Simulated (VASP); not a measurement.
Here is a VASP 6.6.1 calculation.

The input INCAR:

```
SYSTEM = Mg
ALGO     = Normal         ! electronic algorithm
EDIFF    = 1E-7           ! SCF threshold, eV
ENCUT    = 520            ! plane-wave cutoff, eV
ISIF     = 2              ! what is computed and relaxed
ISMEAR   = 1              ! smearing method
LASPH    = .True.         ! aspherical terms in the spheres
LCHARG   = .True.         ! write CHGCAR
LELF     = .True.         ! ELF
LREAL    = .False.        ! projectors in reciprocal space
LVHAR    = .True.       
LWAVE    = .False.        ! write WAVECAR
NBANDS   = 9              ! bands
NELM     = 60             ! most SCF steps
PREC     = Accurate       ! precision mode
SIGMA    = 0.1            ! smearing width, eV
```

File KPOINTS:

```
k-points
0
Gamma
  9 9 5
  0 0 0
```

File POSCAR:

```
Mg
1.0
    3.1289767877      0.0000000000      0.0000000000
   -1.5644883939      2.7097733860      0.0000000000
    0.0000000000      0.0000000000      5.1000735523
Mg
2
Direct
    0.3333333333      0.6666666667      0.2500000000
    0.6666666667      0.3333333333      0.7500000000
```

Potentials or basis: VASP PAW LDA potentials, release 64 (Mg).

Command:

```bash
$ cat potpaw_LDA.64/Mg/POTCAR > POTCAR
$ mpirun -np 1 vasp_std > vasp.out
```

Problem. What does it give for the band gap on the k mesh?

Solution. Zero (bands 2 and 3 overlap by 2.30 eV).

Problem. Predict the pressure.

Solution. -0.4 GPa.
